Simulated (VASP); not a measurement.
Crystal: ZrS.

```
CELL_PARAMETERS angstrom
0.00000 2.62500 2.62500
2.62500 0.00000 2.62500
2.62500 2.62500 0.00000
ATOMIC_POSITIONS crystal
Zr 0.00000 0.00000 0.00000
S 0.50000 0.50000 0.50000
```

- Program: VASP 6.6.1
- Task: relaxation of cell and atoms
- Functional: PBEsol
- Potentials or basis: VASP PAW PBE potentials, release 64 (Zr_sv, S)
- Cutoff: 600 eV
- k mesh: 14 × 14 × 14
- Occupations: gaussian, width 0.1 eV
- Spin: no spin polarisation

At the start: pressure -6.2 GPa; volume 18.09 Å³/atom.

Q: Where does the relaxation end?

A: Over 3 steps the energy falls by 16.6 meV/atom and the volume is 17.28 Å³/atom (-4.5 %); space group Fm-3m (No. 225, to 0.05 Å).

Step by step:
| step | energy change (eV) | largest force (eV/Å) | pressure (GPa) | volume (Å³) |
| --- | --- | --- | --- | --- |
| 1 | 0.0000 | 0.0000 | -6.21 | 36.18 |
| 2 | 0.0202 | 0.0000 | 9.49 | 32.63 |
| 3 | -0.0333 | 0.0000 | -0.09 | 34.55 |

Final structure:
```
Zr S
1.0
     0.00000    2.58508    2.58508
     2.58508    0.00000    2.58508
     2.58508    2.58508    0.00000
Zr S
1 1
Direct
  0.00000 0.00000 0.00000
  0.50000 0.50000 0.50000
```

Caveat: the PAW data sets were made with another functional, which shifts forces and pressure a little.
